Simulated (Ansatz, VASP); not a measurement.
Two plane-wave programs on KCl

File INCAR:

```
SYSTEM = KCl
PREC = Accurate
ENCUT = 520
EDIFF = 1E-6
ISMEAR = 0
SIGMA = 0.05
LREAL = .FALSE.
LASPH = .TRUE.
NELM = 100
ALGO = Normal
ISIF = 2
LWAVE = .FALSE.
LCHARG = .FALSE.
GGA = CA
NBANDS = 15
```

The input KPOINTS:

```
Automatic mesh
0
G
  6 6 6
  0 0 0
```

File POSCAR:

```
KCl
1.0
    3.8391960000      0.0000000000      0.0000000000
    0.0000000000      3.7624120800      0.0000000000
    0.0000000000      0.0000000000      3.8391960000
K Cl
1 1
Direct
    0.0000000000      0.0000000000      0.0000000000
    0.5000000000      0.5000000000      0.5000000000
```

Input for Ansatz:

```yaml
crystal:
  lattice:
    - [3.839196, 0.0, 0.0]
    - [0.0, 3.76241208, 0.0]
    - [0.0, 0.0, 3.839196]
  atoms:
    - { symbol: K, position: [0.0, 0.0, 0.0] }
    - { symbol: Cl, position: [0.5, 0.5, 0.5] }
basis:
  ecutwfc: 420
kpoints:
  mp_grid: { grid: [6, 6, 6] }
hamiltonian:
  xc: lda
scf:
  occupations: { method: gaussian, width: 0.05 }
output:
  forces: true
  stress: true
  eigenvalues: true
```

Change from the starting cell: strain -0.0200 x Voigt [0, 1, 0, 0, 0, 0], atoms carried along.

Alike in both runs: task single point; functional LDA; k mesh 6 × 6 × 6; occupations gaussian, width 0.05 eV; no spin polarisation.

```csv
,VASP,Ansatz
version,VASP 6.6.1,Ansatz 0.2.0
potentials or method,"VASP PAW LDA potentials, release 64 (K_sv, Cl), cutoff 520 eV","scalar-relativistic, plane waves, PAW"
valence electrons in the cell,16,16
```

Ansatz gave:

```
gap on the k mesh at the Fermi level (eV)                     : 4.38
least direct gap on the mesh (eV)                             : 4.58
pressure (GPa)                                                : -2.9
traceless stress, the component that is largest in VASP (GPa) : 0.58
```

Q: Which values does VASP return?

A: gap on the k mesh at the Fermi level (eV): 4.38; least direct gap on the mesh (eV): 4.59; pressure (GPa): -2.9; traceless stress, the component that is largest in VASP (GPa): 0.58.

LDA's correlation is that of Perdew and Zunger in VASP and of Perdew and Wang (1992) in Ansatz.
